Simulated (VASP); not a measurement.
# GaN (P6_3/mmc) in VASP: further runs

Aim: see how the results for GaN move with the level of theory and the settings. Levels: r2SCAN, PBE. Tasks: relaxation of cell and atoms, single point.

All numbers are computed with VASP 6.6.1; they aren't measurements. Logs are shortened: lines on timing, memory, paths and dates and some standing lists are left out, and cuts for length are marked.

## 1. The cell of the first run

It takes space group P6_3/mmc (No. 194, hexagonal). The conventional cell has a = 3.005 Å, b = 3.005 Å, c = 5.095 Å, α = 90.00°, β = 90.00°, γ = 120.00°. Ga (site symmetry -3m) has 6 N at 2.15 Å and 2 Ga at 2.55 Å within 2.8 Å. N (site symmetry -6m2) has 6 Ga at 2.15 Å within 2.8 Å.

## 2. Relaxation of cell and atoms, r2SCAN

File POSCAR:

```
GaN
1.0
    3.0051167725      0.0000000000      0.0000000000
   -1.5025583863      2.6025074663      0.0000000000
    0.0000000000      0.0000000000      5.0954783185
Ga N
2 2
Direct
    0.0000000000      0.0000000000      0.0000000000
    0.0000000000      0.0000000000      0.5000000000
    0.3333333333      0.6666666667      0.2500000000
    0.6666666667      0.3333333333      0.7500000000
```

File INCAR.step1:

```
SYSTEM = GaN
PREC     = Accurate       ! precision mode
ENCUT    = 600            ! plane-wave cutoff, eV
ISMEAR   = -1             ! smearing method
SIGMA    = 0.02           ! smearing width, eV
LREAL    = .FALSE.        ! projectors in reciprocal space
LASPH    = .TRUE.         ! aspherical terms in the spheres
NELM     = 100            ! most SCF steps
GGA      = PE             ! functional
ALGO     = Normal         ! electronic algorithm
EDIFF    = 1E-4           ! SCF threshold, eV
LWAVE    = .TRUE.         ! write WAVECAR
LCHARG   = .FALSE.        ! write CHGCAR
```

File INCAR.step2:

```
SYSTEM = GaN
PREC     = Accurate       ! precision mode
ENCUT    = 600            ! plane-wave cutoff, eV
EDIFF    = 1E-7           ! SCF threshold, eV
ISMEAR   = -1             ! smearing method
SIGMA    = 0.02           ! smearing width, eV
LREAL    = .FALSE.        ! projectors in reciprocal space
LASPH    = .TRUE.         ! aspherical terms in the spheres
NELM     = 100            ! most SCF steps
ALGO     = Normal         ! electronic algorithm
ISIF     = 3              ! what is computed and relaxed
LWAVE    = .FALSE.        ! write WAVECAR
LCHARG   = .FALSE.        ! write CHGCAR
METAGGA  = R2SCAN         ! meta-GGA
LMIXTAU  = .TRUE.       
IBRION   = 2              ! ionic algorithm
NSW      = 80             ! ionic steps
EDIFFG   = -0.005         ! ionic threshold
ISTART   = 1
```

File KPOINTS:

```
regular mesh
0
G
  12 12 4
  0 0 0
```

Potentials or basis: VASP PAW PBE potentials, release 64 (Ga_d, N).

On the command line:

```bash
$ cat potpaw_PBE.64/Ga_d/POTCAR potpaw_PBE.64/N/POTCAR > POTCAR
$ cp INCAR.step1 INCAR
$ mpirun -np 1 vasp_std > vasp.out
$ cp INCAR.step2 INCAR
$ mpirun -np 1 vasp_std > vasp.out
```

OUTCAR:

```text
SYSTEM = GaN
   PREC = Accurate
   ENCUT = 600
   EDIFF = 1E-7
   ISMEAR = -1
   LREAL = .FALSE.
   LASPH = .TRUE.
   NELM = 100
   ISIF = 3
   METAGGA = R2SCAN
   IBRION = 2
   NSW = 80
   EDIFFG = -0.005
   ISTART = 1

 ion  position               nearest neighbor table
   1  0.000  0.000  0.000-   3 2.15   4 2.15   4 2.15   3 2.15   4 2.15   3 2.15   2 2.55   2 2.55

   2  0.000  0.000  0.500-   3 2.15   4 2.15   4 2.15   3 2.15   4 2.15   3 2.15   1 2.55   1 2.55

   3  0.333  0.667  0.250-   1 2.15   2 2.15   1 2.15   2 2.15   1 2.15   2 2.15
   4  0.667  0.333  0.750-   1 2.15   2 2.15   1 2.15   2 2.15   1 2.15   2 2.15

  LATTYP: Found a hexagonal cell.
 ALAT       =     3.0051167725
 C/A-ratio  =     1.6956007717

  Lattice vectors:

 A1 = (   3.0051167725,   0.0000000000,   0.0000000000)
 A2 = (  -1.5025583863,   2.6025074663,   0.0000000000)
 A3 = (   0.0000000000,   0.0000000000,   5.0954783185)

Analysis of symmetry for initial positions (statically):
=====================================================================
 Subroutine PRICEL returns:
 Original cell was already a primitive cell.

 Routine SETGRP: Setting up the symmetry group for a
 hexagonal supercell.

 Subroutine GETGRP returns: Found 24 space group operations
 (whereof 12 operations were pure point group operations)
 out of a pool of 24 trial point group operations.

The static configuration has the point symmetry D_3d.
 The point group associated with its full space group is D_6h.

Analysis of symmetry for dynamics (positions and initial velocities):
=====================================================================
 Subroutine PRICEL returns:
 Original cell was already a primitive cell.

 Routine SETGRP: Setting up the symmetry group for a
 hexagonal supercell.

 Subroutine GETGRP returns: Found 24 space group operations
 (whereof 12 operations were pure point group operations)
 out of a pool of 24 trial point group operations.

The dynamic configuration has the point symmetry D_3d.
 The point group associated with its full space group is D_6h.

 Subroutine INISYM returns: Found 24 space group operations
 (whereof 12 operations are pure point group operations),
 and found     1 'primitive' translations

----------------------------------------------------------------------------------------

[... 95 lines left out ...]
   NELM   =    100;   NELMIN=  2; NELMDL=  0     # of ELM steps
   EDIFF  = 0.1E-06   stopping-criterion for ELM
   LREAL  =      F    real-space projection
   EDIFFG = -.5E-02   stopping-criterion for IOM
   NSW    =     80    number of steps for IOM
   IBRION =      2    ionic relax: 0-MD 1-quasi-New 2-CG
   NFREE  =      1    steps in history (QN), initial steepest desc. (CG)
   ISIF   =      3    stress and relaxation
   ISYM   =      2    0-nonsym 1-usesym 2-fastsym
   POTIM  = 0.5000    time-step for ionic-motion
   TEBEG  =    0.0;   TEEND  =   0.0 temperature during run
   PSTRESS=    0.0 pullay stress
   NELECT =      36.0000    total number of electrons
   NUPDOWN=      -1.0000    fix difference up-down
   EMIN   =  10.00;   EMAX   =-10.00  energy-range for DOS
   EFERMI =   0.00;   METHOD = LEGACY
   ISMEAR =    -1;   SIGMA  =   0.02  broadening in eV -4-tet -1-fermi 0-gaus
   EFERMI_NEDOS =   21; number of points for ismear=-14 and -15
   IALGO  =     38    algorithm
   IMIX   =      4    mixing-type and parameters
     AMIX     =   0.40;   BMIX     =  1.00
     AMIX_MAG =   1.60;   BMIX_MAG =  1.00
  volume/ion in A,a.u.               =       9.96        67.23
  Fermi-wavevector in a.u.,A,eV,Ry     =   1.582570  2.990623 34.076165  2.504527
  Thomas-Fermi vector in A             =   2.682473
   LORBIT       =      0    0 simple, 1 ext, 2 COOP (PROOUT), +10 PAW based schemes
   METAGGA = R2SCAN    functional components
   LHFCALC =     F    Hartree Fock is set to
   AEXX    =    0.0000 exact exchange contribution
   IVDW    =     0    specifies the selected vdW correction
   LEPSILON=     F    determine dielectric tensor
   LRPA    =     F    only Hartree local field effects (RPA)
 conjugate gradient relaxation of ions
 non-spin polarized calculation
  energy-cutoff  :      600.00
  volume of cell :       39.85
 maximum number of plane-waves:      1350
   NGX = 13   NGY = 13   NGZ = 21

--------------------------------------- Ionic step        1  -------------------------------------------

 number of electron      36.0000002 magnetization

 Free energy of the ion-electron system (eV)
  ---------------------------------------------------
  ext. energy  EPLUGINS =         0.00000000
  ---------------------------------------------------
  free energy    TOTEN  =       -41.34335608 eV

  energy without entropy =      -41.34335608  energy(sigma->0) =      -41.34335608

------------------------ aborting loop because EDIFF is reached ----------------------------------------

  FORCE on cell =-STRESS in cart. coord.  units (eV):
  Direction    XX          YY          ZZ          XY          YZ          ZX
  --------------------------------------------------------------------------------------
  -------------------------------------------------------------------------------------
  Total       -1.6894925     -1.6894925     -1.9667807      0.0000000      0.0000000      0.0000000
  in kB      -67.9248311    -67.9248311    -79.0730020      0.0000000      0.0000000      0.0000000
  external PRESSURE =     -71.6408881 kB  Pullay stress =       0.0000000 kB
[... 177 lines left out ...]
--------------------------------------- Ionic step        6  -------------------------------------------

 number of electron      36.0000020 magnetization

 Free energy of the ion-electron system (eV)
  ---------------------------------------------------
  ext. energy  EPLUGINS =         0.00000000
  ---------------------------------------------------
  free energy    TOTEN  =       -41.37377249 eV

  energy without entropy =      -41.37377249  energy(sigma->0) =      -41.37377249

 E-fermi :   7.9698     XC(G=0): -14.0219

 val. band max:        7.4891567331   @ k =   0.1667  -0.0000   0.0000
 cond. band min:       9.3358682772   @ k =   0.3333   0.3333   0.0000
 fundamental gap:      1.8467115441
 Fermi energy:         7.9698021664

 k-point     1 :       0.0000    0.0000    0.0000
  band No.  band energies     occupation
      1     -10.5487      2.00000
      2      -7.7305      2.00000
      3      -7.5390      2.00000
      4      -7.3283      2.00000
      5      -7.3283      2.00000
      6      -7.1256      2.00000
[... 589 lines left out ...]
     21      15.3486      0.00000
     22      16.8936      0.00000

 [... further k-points ...]
[... 5 lines left out ...]
  --------------------------------------------------------------------------------------
  -------------------------------------------------------------------------------------
  Total       -0.0102535     -0.0102535     -0.0137993      0.0000000      0.0000000     -0.0000000
  in kB       -0.4258650     -0.4258650     -0.5731354      0.0000000      0.0000000     -0.0000000
  external PRESSURE =      -0.4749551 kB  Pullay stress =       0.0000000 kB
[... 19 lines left out ...]
  FREE ENERGIE OF THE ION-ELECTRON SYSTEM (eV)
  ---------------------------------------------------
  free  energy   TOTEN  =       -41.3737724885 eV

  energy  without entropy=      -41.3737724885  energy(sigma->0) =      -41.37377249

 reached required accuracy - stopping structural energy minimisation
```

OUTCAR.step1:

```text
SYSTEM = GaN
   PREC = Accurate
   ENCUT = 600
   ISMEAR = -1
   LREAL = .FALSE.
   LASPH = .TRUE.
   NELM = 100
[... 831 lines left out ...]
      0.00000      0.00000      2.54774        -0.000000      0.000000     -0.000000
     -0.00000      1.73500      1.27387        -0.000000      0.000000     -0.000000
      1.50256      0.86750      3.82161         0.000000     -0.000000      0.000000
 -----------------------------------------------------------------------------------
    total drift:                               -0.000000      0.000000      0.000000

  FREE ENERGIE OF THE ION-ELECTRON SYSTEM (eV)
  ---------------------------------------------------
  free  energy   TOTEN  =       -21.9000004397 eV

  energy  without entropy=      -21.9000004397  energy(sigma->0) =      -21.90000044
```

It took 8.9 min on 1 thread of Intel Xeon Platinum 8488C (Sapphire Rapids), shared host; peak memory 0.21 GiB.

Results:

* Free energy: -41.3738 eV
* Relaxed volume: 9.64 Å³/atom
* Relaxed cell: a = 2.973 Å, b = 2.973 Å, c = 5.041 Å, α = 90.00°, β = 90.00°, γ = 120.00°
* Space group after relaxing (to 0.1 Å): P6_3/mmc (No. 194)
* Energy gained by relaxing: 7.6 meV/atom
* Ionic steps: 6
* Pressure after relaxing: 0.0 GPa
* Band gap on the k mesh: 1.85 eV (least direct gap 2.21 eV)

Step by step:
```csv
step,energy change (eV),largest force (eV/Å),pressure (GPa),volume (Å³)
1,0.0000,0.0000,-7.16,39.85
2,0.0007,0.0000,8.22,37.34
3,-0.0303,0.0000,0.07,38.56
4,-0.0303,0.0000,-0.09,38.59
5,-0.0304,0.0000,-0.03,38.57
6,-0.0304,0.0000,-0.05,38.58
```

Final structure:
```
Ga N
1.0
     2.97252    0.00000    0.00000
    -1.48626    2.57428    0.00000
     0.00000    0.00000    5.04117
Ga N
2 2
Direct
  0.00000 0.00000 0.00000
  0.00000 0.00000 0.50000
  0.33333 0.66667 0.25000
  0.66667 0.33333 0.75000
```

Caveat: the PAW data sets were made with another functional, which shifts forces and pressure a little.

## 3. Single point, PBE, non-collinear spin, zero start, spin-orbit coupling

This run uses another cell than the first one, of 9.59 Å³/atom.

File INCAR:

```
ALGO     = Normal         # electronic algorithm
EDIFF    = 1E-7           # SCF threshold, eV
ENCUT    = 520            # plane-wave cutoff, eV
GGA      = PE             # functional
GGA_COMPAT= False        
ISIF     = 2              # what is computed and relaxed
ISMEAR   = 0              # smearing method
LASPH    = True           # aspherical terms in the spheres
LCHARG   = False          # write CHGCAR
LORBIT   = 11             # projections on sites
LORBMOM  = True         
LREAL    = False          # projectors in reciprocal space
LSORBIT  = True           # spin-orbit coupling
LWAVE    = False          # write WAVECAR
MAGMOM   = 0 0 0 0 0 0 0 0 0 0 0 0 # initial moments
NBANDS   = 50             # bands
NELM     = 150            # most SCF steps
PREC     = Accurate       # precision mode
SIGMA    = 0.01           # smearing width, eV
```

File KPOINTS:

```
k-points
0
Gamma
  12 12 6
```

File POSCAR:

```
GaN
1.0
    2.9672035366      0.0000000000      0.0000000000
   -1.4836017683      2.5696736409      0.0000000000
    0.0000000000      0.0000000000      5.0329255204
Ga N
2 2
Direct
    0.0000000000      0.0000000000      0.0000000000
    0.0000000000      0.0000000000      0.5000000000
    0.3333333333      0.6666666667      0.2500000000
    0.6666666667      0.3333333333      0.7500000000
```

Potentials or basis: VASP PAW PBE potentials, release 64 (Ga_d, N).

On the command line:

```bash
$ cat potpaw_PBE.64/Ga_d/POTCAR potpaw_PBE.64/N/POTCAR > POTCAR
$ mpirun -np 1 vasp_ncl > vasp.out
```

It took 3.4 min on 1 thread of Intel Xeon 6975P-C (Granite Rapids), shared host; peak memory 0.37 GiB.

Results (log left out):

```yaml
Free_energy: -21.8615 eV
Pressure: 9.0 GPa
Net_moment: 0.00 μB per cell
Valence_electrons_inside_the_program's_atomic_spheres: Ga 11.69; N 3.72
```

Stress tensor (GPa, compression positive):
```
8.52 0.00 0.00
0.00 8.52 0.00
0.00 0.00 9.91
```

Moments on the atoms (μB; x, y, z):
```
Ga  0.00 0.00 0.00
Ga  0.00 0.00 0.00
N   0.00 0.00 0.00
N   0.00 0.00 0.00
```

Caveat: the cell stands under pressure.
